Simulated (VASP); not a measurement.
Runs of VASP 6.6.1 on Au. The structure is that of space group P6_3/mmc (No. 194), or close to it. The cells are those of the table. 

```tsv
task	potentials or basis	cell	cutoff (eV)	second run	gap on the mesh (eV)	pressure (GPa)	relaxed volume (Å³/atom)
relaxation of cell and atoms	VASP PAW LDA potentials, release 64 (Au)	relaxed to 30 GPa from a = 2.900, b = 2.900, c = 4.880 Å, angles 90.0, 90.0, 120.0°, 2 atoms	600	-	none	30.0	-
single point	VASP PAW LDA potentials, release 64 (Au)	a = 2.841, b = 2.841, c = 4.746 Å, angles 90.0, 90.0, 120.0°, 2 atoms	520	-	none	0.5	-
relaxation of cell and atoms	VASP PAW LDA potentials, release 64 (Au_sv_GW)	relaxed from a = 2.900, b = 2.900, c = 4.880 Å, angles 90.0, 90.0, 120.0°, 2 atoms	500	valence_matched	none	0.2	16.55
relaxation of cell and atoms	VASP PAW LDA potentials, release 64 (Au)	relaxed from a = 2.900, b = 2.900, c = 4.880 Å, angles 90.0, 90.0, 120.0°, 2 atoms	600	-	none	0.2	16.62
relaxation of cell and atoms	VASP PAW LDA potentials, release 64 (Au)	relaxed to 20 GPa from a = 2.900, b = 2.900, c = 4.880 Å, angles 90.0, 90.0, 120.0°, 2 atoms	600	-	none	20.0	-
single point	VASP PAW LDA potentials, release 64 (Au)	a = 2.768, b = 2.768, c = 4.608 Å, angles 90.0, 90.0, 120.0°, 2 atoms	520	-	none	(a)	-
relaxation of cell and atoms	VASP PAW LDA potentials, release 64 (Au)	relaxed to 10 GPa from a = 2.900, b = 2.900, c = 4.880 Å, angles 90.0, 90.0, 120.0°, 2 atoms	600	-	none	10.0	-
single point	VASP PAW LDA potentials, release 64 (Au)	a = 2.800, b = 2.800, c = 4.668 Å, angles 90.0, 90.0, 120.0°, 2 atoms	520	-	none	10.6	-
single point	VASP PAW LDA potentials, release 64 (Au)	a = 2.740, b = 2.740, c = 4.558 Å, angles 90.0, 90.0, 120.0°, 2 atoms	520	-	none	(b)	-
```

Alike in all rows: level LDA; no spin polarisation; k mesh 9 × 9 × 5; smearing fermi-dirac 0.05 eV.

Task: Fill in the values left out.

Result: (a) 20.7; (b) 30.8.

Caveats: spin-orbit coupling is left out, which moves the levels of the heavy elements; the cell is relaxed towards a set pressure, so the enthalpy falls and the energy may rise (some runs); the volume moved by over 15 % at a fixed basis, so the end points are rough (some runs).

A k mesh can miss the band edges, and the runs leave out spin-orbit coupling on Au.

A gap of «none» marks levels without a gap at the run's occupations.

The runs don't all hold the same shells in valence.
